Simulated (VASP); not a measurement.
Write the native input for VASP 6.6.1 that does the following.

```
Task                   : single point
Functional             : LDA
Potentials or basis    : VASP PAW LDA potentials, release 64 (Ti_sv, Te)
Cutoff                 : 520 eV
k mesh                 : 15 × 15 × 8
Occupations            : gaussian, width 0.1 eV
Spin                   : no spin polarisation
Dipole correction      : no
Further INCAR settings : ALGO = Normal; EDIFF = 1e-06; NBANDS = 19
```

The structure of TiTe2 lies in POSCAR:

```
TiTe2
1.0
    3.6577231996      0.0000000000      0.0000000000
   -1.8288615998      3.1676812109      0.0000000000
    0.0000000000      0.0000000000      6.3902631600
Ti Te
1 2
Direct
    0.0000000000      0.0000000000      0.0000000000
    0.6666666667      0.3333333333      0.2684544085
    0.3333333333      0.6666666667      0.7315455915
```

This cell differs from its parent crystal: functional LDA, strained.

One way to write it, as run:

INCAR

```
PREC = Accurate
ENCUT = 520
EDIFF = 1E-6
ISMEAR = 0
SIGMA = 0.1
LREAL = F
LASPH = T
NELM = 100
ALGO = Normal
ISIF = 2
LWAVE = F
LCHARG = T
GGA = CA
LELF = T
LVHAR = T
NBANDS = 19
```

KPOINTS

```
Automatic mesh
0
Gamma
  15 15 8
```

Potentials or basis: VASP PAW LDA potentials, release 64 (Ti_sv, Te).

Launch:

```bash
$ cat potpaw_LDA.64/Ti_sv/POTCAR potpaw_LDA.64/Te/POTCAR > POTCAR
$ mpirun -np 1 vasp_std > vasp.out
```

It gave:

- Pressure: 0.0 GPa
- Largest force: 0.008 eV/Å
- Band gap on the k mesh: zero (band 12 reaches 8.11 eV, above the bottom of band 13 at 7.26 eV)

Caveat: the cell differs from its parent crystal (functional LDA, strained); spin-orbit coupling is left out, which moves the levels of the heavy elements.

Run time: 95 s on 1 thread of Intel(R) Xeon(R) 6975P-C (Granite Rapids), with other jobs on the host, peak memory 0.37 GiB.
